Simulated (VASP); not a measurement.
# CdTe (P4_2/mnm) in VASP: notebook

Runs on CdTe. Level: PBE. Tasks: single point.

All numbers are computed with VASP 6.6.1; they aren't measurements. Logs are shortened: lines on timing, memory, paths and dates and some standing lists are left out, and cuts for length are marked.

## Step 1: The cell of the first run

It takes space group P4_2/mnm (No. 136, tetragonal). Conventional cell: a = 7.756 Å, b = 7.756 Å, c = 4.655 Å, α = 90.00°, β = 90.00°, γ = 90.00°. Within 3.7 Å of Cd (site symmetry m2m) lie 4 Te at 2.78 to 2.80 Å. Te (site symmetry m2m) has 4 Cd at 2.78 to 2.80 Å within 3.7 Å.

The cell was generated, and may not be a known phase.

## Step 2: Single point, PBE

Contents of INCAR:

```
SYSTEM = CdTe
PREC = Accurate
ENCUT = 520
EDIFF = 1E-7
ISMEAR = 0
SIGMA = 0.1
LREAL = .False.
LASPH = .True.
NELM = 100
ALGO = Normal
ISIF = 2
LWAVE = .False.
LCHARG = .False.
GGA = PE
NBANDS = 46
```

Contents of KPOINTS:

```
regular mesh
0
Gamma
  2 2 4
  0 0 0
```

Contents of POSCAR:

```
CdTe
1.0
    7.7564069900      0.0000000000      0.0000000000
    0.0000000000      7.7564069900      0.0000000000
    0.0000000000      0.0000000000      4.6552191100
Cd Te
4 4
Direct
    0.6804985700      0.6804985700      0.0000000000
    0.1804985700      0.8195014300      0.5000000000
    0.8195014300      0.1804985700      0.5000000000
    0.3195014300      0.3195014300      0.0000000000
    0.8195014300      0.8195014300      0.5000000000
    0.1804985700      0.1804985700      0.5000000000
    0.6804985700      0.3195014300      0.0000000000
    0.3195014300      0.6804985700      0.0000000000
```

Potentials or basis: VASP PAW PBE potentials, release 64 (Cd, Te).

On the command line:

```console
$ cat potpaw_PBE.64/Cd/POTCAR potpaw_PBE.64/Te/POTCAR > POTCAR
$ mpirun -np 1 vasp_std > vasp.out
```

OUTCAR:

```text
SYSTEM = CdTe
   PREC = Accurate
   ENCUT = 520
   EDIFF = 1E-7
   ISMEAR = 0
   LREAL = .False.
   LASPH = .True.
   NELM = 100
   ISIF = 2
   GGA = PE

 ion  position               nearest neighbor table
   1  0.680  0.680  0.000-   5 2.78   5 2.78   8 2.80   7 2.80
   2  0.180  0.820  0.500-   8 2.78   8 2.78   5 2.80   6 2.80
   3  0.820  0.180  0.500-   7 2.78   7 2.78   5 2.80   6 2.80
   4  0.320  0.320  0.000-   6 2.78   6 2.78   8 2.80   7 2.80
   5  0.820  0.820  0.500-   1 2.78   1 2.78   3 2.80   2 2.80
   6  0.180  0.180  0.500-   4 2.78   4 2.78   2 2.80   3 2.80
   7  0.680  0.320  0.000-   3 2.78   3 2.78   4 2.80   1 2.80
   8  0.320  0.680  0.000-   2 2.78   2 2.78   4 2.80   1 2.80

  LATTYP: Found a simple tetragonal cell.
 ALAT       =     7.7564069900
 C/A-ratio  =     0.6001772620

  Lattice vectors:

 A1 = (   7.7564069900,   0.0000000000,   0.0000000000)
 A2 = (   0.0000000000,   7.7564069900,   0.0000000000)
 A3 = (   0.0000000000,   0.0000000000,   4.6552191100)

Analysis of symmetry for initial positions (statically):
=====================================================================
 Subroutine PRICEL returns:
 Original cell was already a primitive cell.

 Routine SETGRP: Setting up the symmetry group for a
 simple tetragonal supercell.

 Subroutine GETGRP returns: Found 16 space group operations
 (whereof  8 operations were pure point group operations)
 out of a pool of 16 trial point group operations.

The static configuration has the point symmetry D_2h.
 The point group associated with its full space group is D_4h.

Analysis of symmetry for dynamics (positions and initial velocities):
=====================================================================
 Subroutine PRICEL returns:
 Original cell was already a primitive cell.

 Routine SETGRP: Setting up the symmetry group for a
 simple tetragonal supercell.

 Subroutine GETGRP returns: Found 16 space group operations
 (whereof  8 operations were pure point group operations)
 out of a pool of 16 trial point group operations.

The dynamic configuration has the point symmetry D_2h.
 The point group associated with its full space group is D_4h.

 Subroutine INISYM returns: Found 16 space group operations
 (whereof  8 operations are pure point group operations),
[... 93 lines left out ...]
   LREAL  =      F    real-space projection
   EDIFFG = 0.1E-05   stopping-criterion for IOM
   NSW    =      0    number of steps for IOM
   IBRION =     -1    ionic relax: 0-MD 1-quasi-New 2-CG
   NFREE  =      0    steps in history (QN), initial steepest desc. (CG)
   ISIF   =      2    stress and relaxation
   ISYM   =      2    0-nonsym 1-usesym 2-fastsym
   POTIM  = 0.5000    time-step for ionic-motion
   TEBEG  =    0.0;   TEEND  =   0.0 temperature during run
   PSTRESS=    0.0 pullay stress
   NELECT =      72.0000    total number of electrons
   NUPDOWN=      -1.0000    fix difference up-down
   EMIN   =  10.00;   EMAX   =-10.00  energy-range for DOS
   EFERMI =   0.00;   METHOD = LEGACY
   ISMEAR =     0;   SIGMA  =   0.10  broadening in eV -4-tet -1-fermi 0-gaus
   EFERMI_NEDOS =   21; number of points for ismear=-14 and -15
   IALGO  =     38    algorithm
   IMIX   =      4    mixing-type and parameters
     AMIX     =   0.40;   BMIX     =  1.00
     AMIX_MAG =   1.60;   BMIX_MAG =  1.00
  volume/ion in A,a.u.               =      35.01       236.25
  Fermi-wavevector in a.u.,A,eV,Ry     =   1.040955  1.967119 14.743096  1.083587
  Thomas-Fermi vector in A             =   2.175554
   LORBIT       =      0    0 simple, 1 ext, 2 COOP (PROOUT), +10 PAW based schemes
   GGA     = PE    functional components
   LHFCALC =     F    Hartree Fock is set to
   AEXX    =    0.0000 exact exchange contribution
   IVDW    =     0    specifies the selected vdW correction
   LEPSILON=     F    determine dielectric tensor
   LRPA    =     F    only Hartree local field effects (RPA)
 non-spin polarized calculation
 Gauss-broadening in eV      SIGMA  =   0.10
  energy-cutoff  :      520.00
  volume of cell :      280.07
 maximum number of plane-waves:      7561
 NGX is ok and might be reduce to    60
   NGX = 29   NGY = 29   NGZ = 17

 number of electron      71.9999998 magnetization

 Free energy of the ion-electron system (eV)
  ---------------------------------------------------
  ext. energy  EPLUGINS =         0.00000000
  ---------------------------------------------------
  free energy    TOTEN  =       -18.58184909 eV

  energy without entropy =      -18.58184909  energy(sigma->0) =      -18.58184909

 E-fermi :   2.6320     XC(G=0):  -8.3830

 val. band max:        2.1849487807   @ k =   0.0000   0.0000   0.0000
 cond. band min:       3.0783009433   @ k =   0.0000   0.0000   0.0000
 fundamental gap:      0.8933521626
 Fermi energy:         2.6320021720

 k-point     1 :       0.0000    0.0000    0.0000
  band No.  band energies     occupation
      1      -9.0977      2.00000
      2      -8.6385      2.00000
      3      -8.6385      2.00000
      4      -8.5960      2.00000
      5      -6.2236      2.00000
      6      -6.1949      2.00000
[... 430 lines left out ...]
     45       8.6877      0.00000
     46       8.6878      0.00000

------------------------ aborting loop because EDIFF is reached ----------------------------------------

  FORCE on cell =-STRESS in cart. coord.  units (eV):
  Direction    XX          YY          ZZ          XY          YZ          ZX
  --------------------------------------------------------------------------------------
  -------------------------------------------------------------------------------------
  Total        7.3649081      7.3649081      4.3818683     -0.0000000      0.0000000      0.0000000
  in kB       42.1324398     42.1324398     25.0673598     -0.0000000      0.0000000      0.0000000
  external PRESSURE =      36.4440798 kB  Pullay stress =       0.0000000 kB

 VOLUME and BASIS-vectors are now :
 -----------------------------------------------------------------------------
  energy-cutoff  :      520.00
  volume of cell :      280.07
      direct lattice vectors                 reciprocal lattice vectors
     7.756406990  0.000000000  0.000000000     0.128925674  0.000000000  0.000000000
     0.000000000  7.756406990  0.000000000     0.000000000  0.128925674  0.000000000
     0.000000000  0.000000000  4.655219110     0.000000000  0.000000000  0.214812660

 POSITION                                       TOTAL-FORCE (eV/Angst)
 -----------------------------------------------------------------------------------
      5.27822      5.27822      0.00000         0.127637      0.127637      0.000000
      1.40002      6.35639      2.32761         0.127637     -0.127637      0.000000
      6.35639      1.40002      2.32761        -0.127637      0.127637      0.000000
      2.47818      2.47818      0.00000        -0.127637     -0.127637      0.000000
      6.35639      6.35639      2.32761        -0.290295     -0.290295      0.000000
      1.40002      1.40002      2.32761         0.290295      0.290295      0.000000
      5.27822      2.47818      0.00000         0.290295     -0.290295      0.000000
      2.47818      5.27822      0.00000        -0.290295      0.290295      0.000000
 -----------------------------------------------------------------------------------
    total drift:                                0.000000     -0.000000     -0.000000

  FREE ENERGIE OF THE ION-ELECTRON SYSTEM (eV)
  ---------------------------------------------------
  free  energy   TOTEN  =       -18.5818490871 eV

  energy  without entropy=      -18.5818490871  energy(sigma->0) =      -18.58184909
```

stdout:

```text
POSCAR found type information on POSCAR CdTe
 POSCAR found :  2 types and       8 ions
 scaLAPACK will be used
 LDA part: xc-table for (Slater+PW92), standard interpolation
 POSCAR, INCAR and KPOINTS ok, starting setup
 FFT: planning ... GRIDC
 FFT: planning ... GRID_SOFT
 FFT: planning ... GRID
 WAVECAR not read
 entering main loop
```

It took 2.2 min on 1 thread of Intel Xeon Platinum 8488C (Sapphire Rapids), shared host; peak memory 0.37 GiB.

Results:

```yaml
Free_energy: -18.5818 eV
Pressure: 3.6 GPa
Largest_force: 0.411 eV/Å
Band_gap_on_the_k_mesh: 0.89 eV
```

Forces in eV/Å, atoms in the order of the input:
```
Cd   0.128  0.128  0.000
Cd   0.128 -0.128  0.000
Cd  -0.128  0.128  0.000
Cd  -0.128 -0.128  0.000
Te  -0.290 -0.290  0.000
Te   0.290  0.290  0.000
Te   0.290 -0.290  0.000
Te  -0.290  0.290  0.000
```

Stress tensor (GPa, compression positive):
```
4.21 0.00 0.00
0.00 4.21 0.00
0.00 0.00 2.51
```

Caveat: the cell stands under pressure; spin-orbit coupling is left out, which moves the levels of the heavy elements.

## Step 3: Single point, PBE

This run uses another cell than the first one, of 38.25 Å³/atom.

Contents of INCAR:

```
SYSTEM = CdTe
ALGO     = Normal         ! electronic algorithm
EDIFF    = 1E-6           ! SCF threshold, eV
ENCUT    = 520            ! plane-wave cutoff, eV
GGA      = PE             ! functional
ISIF     = 2              ! what is computed and relaxed
ISMEAR   = 0              ! smearing method
LASPH    = .True.         ! aspherical terms in the spheres
LCHARG   = .False.        ! write CHGCAR
LREAL    = .False.        ! projectors in reciprocal space
LWAVE    = .False.        ! write WAVECAR
NBANDS   = 46             ! bands
NELM     = 60             ! most SCF steps
PREC     = Accurate       ! precision mode
SIGMA    = 0.02           ! smearing width, eV
```

Contents of KPOINTS:

```
k-points
0
Gamma
  4 4 6
  0 0 0
```

Contents of POSCAR:

```
CdTe
1.0
    8.0747393035      0.0000000000      0.0000000000
    0.0000000000      8.0747393035      0.0000000000
    0.0000000000      0.0000000000      4.6932328733
Cd Te
4 4
Direct
    0.6757379681      0.6757379681      0.0000000000
    0.1757379681      0.8242620319      0.5000000000
    0.8242620319      0.1757379681      0.5000000000
    0.3242620319      0.3242620319      0.0000000000
    0.8166233686      0.8166233686      0.5000000000
    0.1833766314      0.1833766314      0.5000000000
    0.6833766314      0.3166233686      0.0000000000
    0.3166233686      0.6833766314      0.0000000000
```

Potentials or basis: VASP PAW PBE potentials, release 64 (Cd, Te).

On the command line:

```console
$ cat potpaw_PBE.64/Cd/POTCAR potpaw_PBE.64/Te/POTCAR > POTCAR
$ mpirun -np 1 vasp_std > vasp.out
```

Wall time 5.2 min (1 thread of Intel Xeon Platinum 8488C (Sapphire Rapids), shared host); peak memory 0.49 GiB.

It converged, with:

```yaml
Free_energy: -18.9525 eV
Pressure: 0.1 GPa
Largest_force: 0.009 eV/Å
Band_gap_on_the_k_mesh: 0.70 eV
```

Forces on the atoms (eV/Å):
```
Cd   0.003  0.003  0.000
Cd   0.003 -0.003  0.000
Cd  -0.003  0.003  0.000
Cd  -0.003 -0.003  0.000
Te  -0.006 -0.006  0.000
Te   0.006  0.006  0.000
Te   0.006 -0.006  0.000
Te  -0.006  0.006  0.000
```

Levels at points of the mesh, in eV from the valence-band top:
| k point | band 33 | band 34 | band 35 | band 36 | band 37 | band 38 | band 39 | band 40 |
| --- | --- | --- | --- | --- | --- | --- | --- | --- |
| (0.00, 0.00, 0.00) | -0.17 | -0.02 | 0.00 | 0.00 | 0.70 | 2.08 | 2.08 | 2.32 |
| (0.50, 0.00, 0.00) | -0.47 | -0.47 | -0.35 | -0.35 | 2.06 | 2.06 | 2.58 | 2.58 |
| (0.50, 0.50, 0.00) | -0.73 | -0.73 | -0.69 | -0.69 | 2.35 | 2.35 | 2.87 | 2.87 |
| (0.00, 0.00, 0.50) | -1.19 | -1.19 | -1.18 | -1.18 | 3.28 | 3.28 | 3.51 | 3.51 |
| (0.50, 0.00, 0.50) | -1.11 | -1.11 | -0.69 | -0.69 | 2.64 | 2.64 | 2.97 | 2.97 |
| (0.50, 0.50, 0.50) | -0.98 | -0.98 | -0.93 | -0.93 | 1.92 | 1.92 | 2.92 | 2.92 |

Caveat: semilocal functionals underestimate gaps, and a narrow one can read as zero; spin-orbit coupling is left out, which moves the levels of the heavy elements.

## Step 4: Single point, PBE

This run uses another cell than the first one, of 38.25 Å³/atom.

Contents of INCAR:

```
PREC     = Accurate       # precision mode
ENCUT    = 520            # plane-wave cutoff, eV
EDIFF    = 1E-7           # SCF threshold, eV
ISMEAR   = 0              # smearing method
SIGMA    = 0.02           # smearing width, eV
LREAL    = False          # projectors in reciprocal space
LASPH    = True           # aspherical terms in the spheres
NELM     = 60             # most SCF steps
ALGO     = Normal         # electronic algorithm
ISIF     = 2              # what is computed and relaxed
LWAVE    = False          # write WAVECAR
LCHARG   = True           # write CHGCAR
GGA      = PE             # functional
LELF     = True           # ELF
LVHAR    = True         
NBANDS   = 46             # bands
```

Contents of KPOINTS:

```
Automatic mesh
0
Gamma
  4 4 6
```

POSCAR is that of step 3.

On the command line:

```console
$ cat potpaw_PBE.64/Cd/POTCAR potpaw_PBE.64/Te/POTCAR > POTCAR
$ mpirun -np 1 vasp_std > vasp.out
```

Run time: 6.4 min. Hardware: 1 thread of Intel Xeon Platinum 8488C (Sapphire Rapids), shared host; peak memory 0.5 GiB.

The run converged. Its results:

| Quantity | Value |
| --- | --- |
| Free energy | -18.9525 eV |
| Pressure | 0.1 GPa |
| Largest force | 0.009 eV/Å |
| Band gap on the k mesh | 0.70 eV |

Forces on the atoms (eV/Å):
```
Cd   0.003  0.003  0.000
Cd   0.003 -0.003  0.000
Cd  -0.003  0.003  0.000
Cd  -0.003 -0.003  0.000
Te  -0.006 -0.006  0.000
Te   0.006  0.006  0.000
Te   0.006 -0.006  0.000
Te  -0.006  0.006  0.000
```

Levels at points of the mesh, in eV from the valence-band top:
| k point | band 33 | band 34 | band 35 | band 36 | band 37 | band 38 | band 39 | band 40 |
| --- | --- | --- | --- | --- | --- | --- | --- | --- |
| (0.00, 0.00, 0.00) | -0.17 | -0.02 | 0.00 | 0.00 | 0.70 | 2.08 | 2.08 | 2.32 |
| (0.50, 0.00, 0.00) | -0.47 | -0.47 | -0.35 | -0.35 | 2.06 | 2.06 | 2.58 | 2.58 |
| (0.50, 0.50, 0.00) | -0.73 | -0.73 | -0.69 | -0.69 | 2.35 | 2.35 | 2.87 | 2.87 |
| (0.00, 0.00, 0.50) | -1.19 | -1.19 | -1.18 | -1.18 | 3.28 | 3.28 | 3.51 | 3.51 |
| (0.50, 0.00, 0.50) | -1.11 | -1.11 | -0.69 | -0.69 | 2.64 | 2.64 | 2.97 | 2.97 |
| (0.50, 0.50, 0.50) | -0.98 | -0.98 | -0.93 | -0.93 | 1.92 | 1.92 | 2.92 | 2.92 |

Caveat: semilocal functionals underestimate gaps, and a narrow one can read as zero; spin-orbit coupling is left out, which moves the levels of the heavy elements.
